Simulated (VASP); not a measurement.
# W in VASP: single point with PBEsol

Aim: the single point of W with PBEsol.

Everything below comes from runs of VASP 6.6.1. Logs are shortened: lines on timing, memory, paths and dates and some standing lists are left out, and cuts for length are marked.

## (1) The cell of the first run

The cell holds a slab with vacuum, 3 atoms: a = 2.827 Å, b = 2.827 Å, c = 21.650 Å, α = 90.00°, β = 90.00°, γ = 120.00°.

## (2) Single point, PBEsol

INCAR reads:

```
PREC     = Accurate       # precision mode
ENCUT    = 400            # plane-wave cutoff, eV
EDIFF    = 1E-6           # SCF threshold, eV
ISMEAR   = 0              # smearing method
SIGMA    = 0.1            # smearing width, eV
LREAL    = False          # projectors in reciprocal space
LASPH    = True           # aspherical terms in the spheres
NELM     = 120            # most SCF steps
ALGO     = Normal         # electronic algorithm
ISIF     = 2              # what is computed and relaxed
LWAVE    = False          # write WAVECAR
LCHARG   = False          # write CHGCAR
LDIPOL   = True         
IDIPOL   = 3            
DIPOL    = 0.5 0.5 0.292
GGA      = PS             # functional
NBANDS   = 28             # bands
GGA_COMPAT= False        
NELMDL   = -8
```

KPOINTS reads:

```
regular mesh
0
Gamma
  12 12 1
```

POSCAR reads:

```
W
1.0
    2.8271924055      0.0000000000      0.0000000000
   -1.4135962028      2.4484204446      0.0000000000
    0.0000000000      0.0000000000     21.6499986594
W
3
Direct
    0.6666666667      0.3333333333      0.1847575172
    0.3333333333      0.6666666667      0.2921481657
    0.0000000000      0.0000000000      0.3995380691
```

Potentials or basis: VASP PAW PBE potentials, release 64 (W_sv).

The run is started by

```bash
$ cat potpaw_PBE.64/W_sv/POTCAR > POTCAR
$ mpirun -np 1 vasp_std > vasp.out
```

OUTCAR:

```text
PREC = Accurate
   ENCUT = 400
   EDIFF = 1E-6
   ISMEAR = 0
   LREAL = False
   LASPH = True
   NELM = 120
   ISIF = 2
   GGA = PS
   NELMDL = -8

 ion  position               nearest neighbor table
   1  0.667  0.333  0.185-   2 2.84   2 2.84   2 2.84
   2  0.333  0.667  0.292-   3 2.84   3 2.84   3 2.84   1 2.84   1 2.84   1 2.84
   3  0.000  0.000  0.400-   2 2.84   2 2.84   2 2.84

  LATTYP: Found a hexagonal cell.
 ALAT       =     2.8271924055
 C/A-ratio  =     7.6577733504

  Lattice vectors:

 A1 = (   2.8271924055,   0.0000000000,   0.0000000000)
 A2 = (  -1.4135962028,   2.4484204446,   0.0000000000)
 A3 = (   0.0000000000,   0.0000000000,  21.6499986594)

Analysis of symmetry for initial positions (statically):
=====================================================================
 Subroutine PRICEL returns:
 Original cell was already a primitive cell.

 Routine SETGRP: Setting up the symmetry group for a
 hexagonal supercell.

 Subroutine GETGRP returns: Found 12 space group operations
 (whereof  6 operations were pure point group operations)
 out of a pool of 24 trial point group operations.

The static configuration has the point symmetry C_3v.
 The point group associated with its full space group is D_3d.

Analysis of symmetry for dynamics (positions and initial velocities):
=====================================================================
 Subroutine PRICEL returns:
 Original cell was already a primitive cell.

 Routine SETGRP: Setting up the symmetry group for a
 hexagonal supercell.

 Subroutine GETGRP returns: Found 12 space group operations
 (whereof  6 operations were pure point group operations)
 out of a pool of 24 trial point group operations.

The dynamic configuration has the point symmetry C_3v.
 The point group associated with its full space group is D_3d.

 Subroutine INISYM returns: Found 12 space group operations
 (whereof  6 operations are pure point group operations),
 and found     1 'primitive' translations

----------------------------------------------------------------------------------------

                                     Primitive cell

  volume of cell :     149.8647

  direct lattice vectors                    reciprocal lattice vectors
     2.827192405  0.000000000  0.000000000     0.353707798  0.204213292  0.000000000
    -1.413596203  2.448420445  0.000000000     0.000000000  0.408426585  0.000000000
     0.000000000  0.000000000 21.649998659     0.000000000  0.000000000  0.046189379

  length of vectors
     2.827192405  2.827192406 21.649998659     0.408426585  0.408426585  0.046189379

  position of ions in fractional coordinates (direct lattice)
     0.666666667  0.333333333  0.184757517
     0.333333333  0.666666667  0.292148166
     0.000000000  0.000000000  0.399538069

  ion indices of the primitive-cell ions
   primitive index   ion index
                 1           1
                 2           2
                 3           3

----------------------------------------------------------------------------------------

 KPOINTS: regular mesh

Automatic generation of k-mesh.
 Grid dimensions read from file:
 generate k-points for:   12   12    1

 Generating k-lattice:

  Cartesian coordinates                     Fractional coordinates (reciprocal lattice)
     0.029475650  0.017017774  0.000000000     0.083333333  0.000000000  0.000000000
     0.000000000  0.034035549  0.000000000     0.000000000  0.083333333  0.000000000
     0.000000000  0.000000000  0.046189379     0.000000000  0.000000000  1.000000000

  Length of vectors
     0.034035549  0.034035549  0.046189379

  Shift w.r.t. Gamma in fractional coordinates (k-lattice)
     0.000000000  0.000000000  0.000000000

 Subroutine IBZKPT returns following result:
 ===========================================

 Found     19 irreducible k-points:

 Following reciprocal coordinates:
            Coordinates               Weight
  0.000000  0.000000  0.000000      1.000000
  0.083333  0.000000  0.000000      6.000000
  0.166667  0.000000  0.000000      6.000000
  0.250000  0.000000  0.000000      6.000000
  0.333333  0.000000  0.000000      6.000000
  0.416667  0.000000  0.000000      6.000000
[... 11 lines left out ...]
  0.333333  0.250000  0.000000     12.000000
  0.333333  0.333333  0.000000      2.000000
   k-points           NKPTS =     19   k-points in BZ     NKDIM =     19   number of bands    NBANDS=     28
   number of dos      NEDOS =    301   number of ions     NIONS =      3
   total plane-waves  NPLWV =  46656
   dimension x,y,z NGX =    18 NGY =   18 NGZ =  144
   dimension x,y,z NGXF=    36 NGYF=   36 NGZF=  288
   ions per type =               3
   NGX,Y,Z   is equivalent  to a cutoff of  10.58, 10.58, 11.06 a.u.
   NGXF,Y,Z  is equivalent  to a cutoff of  21.17, 21.17, 22.11 a.u.
 SYSTEM =  unknown system
   PREC   = accura    normal or accurate (medium, high low for compatibility)
   ISTART =      0    job   : 0-new  1-cont  2-samecut
   ICHARG =      2    charge: 1-file 2-atom 10-const
   ISPIN  =      1    spin polarized calculation?
   LNONCOLLINEAR =      F non collinear calculations
   LSORBIT =      F    spin-orbit coupling
   LASPH  =      T    aspherical Exc in radial PAW
   ENCUT  =  400.0 eV  29.40 Ry    5.42 a.u.   4.61  4.61 35.31*2*pi/ulx,y,z
   NELM   =    120;   NELMIN=  2; NELMDL= -8     # of ELM steps
   EDIFF  = 0.1E-05   stopping-criterion for ELM
   LREAL  =      F    real-space projection
   EDIFFG = 0.1E-04   stopping-criterion for IOM
   NSW    =      0    number of steps for IOM
   IBRION =     -1    ionic relax: 0-MD 1-quasi-New 2-CG
   NFREE  =      0    steps in history (QN), initial steepest desc. (CG)
   ISIF   =      2    stress and relaxation
   ISYM   =      2    0-nonsym 1-usesym 2-fastsym
   POTIM  = 0.5000    time-step for ionic-motion
   TEBEG  =    0.0;   TEEND  =   0.0 temperature during run
   PSTRESS=    0.0 pullay stress
   NELECT =      42.0000    total number of electrons
   NUPDOWN=      -1.0000    fix difference up-down
   EMIN   =  10.00;   EMAX   =-10.00  energy-range for DOS
   EFERMI =   0.00;   METHOD = LEGACY
   ISMEAR =     0;   SIGMA  =   0.10  broadening in eV -4-tet -1-fermi 0-gaus
   EFERMI_NEDOS =   21; number of points for ismear=-14 and -15
   IALGO  =     38    algorithm
   IMIX   =      4    mixing-type and parameters
     AMIX     =   0.40;   BMIX     =  1.00
     AMIX_MAG =   1.60;   BMIX_MAG =  1.00
  volume/ion in A,a.u.               =      49.95       337.11
  Fermi-wavevector in a.u.,A,eV,Ry     =   1.071334  2.024528 15.616173  1.147756
  Thomas-Fermi vector in A             =   2.207071
   LORBIT       =      0    0 simple, 1 ext, 2 COOP (PROOUT), +10 PAW based schemes
   GGA     = PS    functional components
   LHFCALC =     F    Hartree Fock is set to
   AEXX    =    0.0000 exact exchange contribution
   IVDW    =     0    specifies the selected vdW correction
   LEPSILON=     F    determine dielectric tensor
   LRPA    =     F    only Hartree local field effects (RPA)
 non-spin polarized calculation
 Gauss-broadening in eV      SIGMA  =   0.10
  energy-cutoff  :      400.00
  volume of cell :      149.86
 maximum number of plane-waves:      2754
   NGX =  9   NGY =  9   NGZ = 71

 dipolmoment           0.000000      0.000000      0.000007 electrons x Angstroem

 number of electron      42.0000009 magnetization

 dipolmoment           0.000000      0.000000     -0.000080 electrons x Angstroem

 Free energy of the ion-electron system (eV)
  ---------------------------------------------------
  ext. energy  EPLUGINS =         0.00000000
  ---------------------------------------------------
  free energy    TOTEN  =       -37.35890118 eV

  energy without entropy =      -37.33894712  energy(sigma->0) =      -37.34892415

 E-fermi :   0.1277     XC(G=0):  -5.3679

 val. band max:        0.0860379076   @ k =   0.0833   0.0000   0.0000
 cond. band min:       0.1573618296   @ k =   0.2500   0.1667   0.0000
 fundamental gap:      0.0713239220
 Fermi energy:         0.1277219989

 k-point     1 :       0.0000    0.0000    0.0000
  band No.  band energies     occupation
      1     -73.6227      2.00000
      2     -73.5422      2.00000
      3     -73.5225      2.00000
      4     -38.2950      2.00000
      5     -37.8908      2.00000
      6     -37.4464      2.00000
[... 20 lines left out ...]
     27       2.5477      0.00000
     28       3.0829      0.00000

 k-point     2 :       0.0833    0.0000    0.0000
  band No.  band energies     occupation
      1     -73.6165      2.00000
      2     -73.5370      2.00000
      3     -73.5182      2.00000
      4     -38.2754      2.00000
      5     -37.8896      2.00000
      6     -37.4605      2.00000
[... 20 lines left out ...]
     27       2.3326      0.00000
     28       3.1373      0.00000

 k-point     3 :       0.1667    0.0000    0.0000
  band No.  band energies     occupation
      1     -73.5993      2.00000
      2     -73.5227      2.00000
      3     -73.5065      2.00000
      4     -38.2213      2.00000
      5     -37.9009      2.00000
      6     -37.5705      2.00000
[... 20 lines left out ...]
     27       2.0954      0.00000
     28       3.1307      0.00000

 k-point     4 :       0.2500    0.0000    0.0000
  band No.  band energies     occupation
      1     -73.5755      2.00000
      2     -73.5032      2.00000
      3     -73.4908      2.00000
      4     -38.1516      2.00000
      5     -37.9894      2.00000
      6     -37.7244      2.00000
[... 20 lines left out ...]
     27       2.4444      0.00000
     28       3.2369      0.00000

 k-point     5 :       0.3333    0.0000    0.0000
  band No.  band energies     occupation
      1     -73.5512      2.00000
      2     -73.4836      2.00000
      3     -73.4756      2.00000
      4     -38.1765      2.00000
      5     -38.1158      2.00000
      6     -37.8955      2.00000
[... 20 lines left out ...]
     27       3.6818      0.00000
     28       4.0000      0.00000

 k-point     6 :       0.4167    0.0000    0.0000
  band No.  band energies     occupation
      1     -73.5329      2.00000
      2     -73.4693      2.00000
      3     -73.4646      2.00000
      4     -38.3270      2.00000
      5     -38.1830      2.00000
      6     -38.0607      2.00000
[... 308 lines left out ...]
      5     -38.1495      2.00000
      6     -38.0486      2.00000
[... 20 lines left out ...]
     27       4.7345      0.00000
     28       6.9501      0.00000

 k-point    17 :       0.2500    0.2500    0.0000
  band No.  band energies     occupation
      1     -73.5262      2.00000
      2     -73.4641      2.00000
      3     -73.4606      2.00000
      4     -38.2085      2.00000
      5     -38.0892      2.00000
      6     -37.9452      2.00000
[... 20 lines left out ...]
     27       4.8778      0.00000
     28       6.5902      0.00000

 k-point    18 :       0.3333    0.2500    0.0000
  band No.  band energies     occupation
      1     -73.5168      2.00000
      2     -73.4572      2.00000
      3     -73.4551      2.00000
      4     -38.2177      2.00000
      5     -38.0783      2.00000
      6     -37.9913      2.00000
[... 20 lines left out ...]
     27       4.6253      0.00000
     28       7.4527      0.00000

 k-point    19 :       0.3333    0.3333    0.0000
  band No.  band energies     occupation
      1     -73.5133      2.00000
      2     -73.4549      2.00000
      3     -73.4529      2.00000
      4     -38.1104      2.00000
      5     -38.1103      2.00000
      6     -38.0235      2.00000
[... 20 lines left out ...]
     27       4.3443      0.00000
     28       7.4816      0.00000

------------------------ aborting loop because EDIFF is reached ----------------------------------------

 vacuum level on the upper side and lower side of the slab       (xc-potential included)        -0.195        -0.194

  FORCE on cell =-STRESS in cart. coord.  units (eV):
  Direction    XX          YY          ZZ          XY          YZ          ZX
  --------------------------------------------------------------------------------------
  -------------------------------------------------------------------------------------
  Total       -7.3793804     -7.3793804      0.0739201      0.0000000      0.0000000     -0.0000000
  in kB      -78.8916868    -78.8916868      0.7902667      0.0000000      0.0000000     -0.0000000
  external PRESSURE =     -52.3310356 kB  Pullay stress =       0.0000000 kB

 VOLUME and BASIS-vectors are now :
 -----------------------------------------------------------------------------
  energy-cutoff  :      400.00
  volume of cell :      149.86
      direct lattice vectors                 reciprocal lattice vectors
     2.827192405  0.000000000  0.000000000     0.353707798  0.204213292  0.000000000
    -1.413596203  2.448420445  0.000000000     0.000000000  0.408426585  0.000000000
     0.000000000  0.000000000 21.649998659     0.000000000  0.000000000  0.046189379

 POSITION                                       TOTAL-FORCE (eV/Angst)
 -----------------------------------------------------------------------------------
      1.41360      0.81614      4.00000        -0.000000      0.000000     -0.023765
     -0.00000      1.63228      6.32501         0.000000     -0.000000      0.000000
      0.00000      0.00000      8.65000         0.000000      0.000000      0.023765
 -----------------------------------------------------------------------------------
    total drift:                                0.000000      0.000000     -0.020617

  FREE ENERGIE OF THE ION-ELECTRON SYSTEM (eV)
  ---------------------------------------------------
  free  energy   TOTEN  =       -37.3589011791 eV

  energy  without entropy=      -37.3389471186  energy(sigma->0) =      -37.34892415

 vacuum level on the upper side and lower side of the slab         5.030         5.031
```

Run time: 46 s. Hardware: 1 thread of Intel Xeon 6975P-C (Granite Rapids), shared host; peak memory 0.21 GiB.

Results:

```
Free energy            : -37.3589 eV
Largest force          : 0.024 eV/Å
Band gap on the k mesh : zero (band 21 reaches 0.98 eV, above the bottom of band 22 at -0.64 eV)
```

Forces on the atoms (eV/Å):
```
W    0.000  0.000 -0.024
W    0.000  0.000  0.000
W    0.000  0.000  0.024
```

Levels at points of the mesh, in eV from the Fermi level:
| k point | band 18 | band 19 | band 20 | band 21 | band 22 | band 23 | band 24 | band 25 |
| --- | --- | --- | --- | --- | --- | --- | --- | --- |
| (0.00, 0.00, 0.00) | -0.63 | -0.63 | -0.48 | -0.22 | -0.22 | 0.03 | 0.03 | 0.52 |
| (0.50, 0.00, 0.00) | -1.46 | -0.44 | -0.16 | 0.86 | 1.77 | 1.99 | 2.92 | 4.05 |

Caveat: the PAW data sets were made with another functional, which shifts forces and pressure a little; spin-orbit coupling is left out, which moves the levels of the heavy elements.
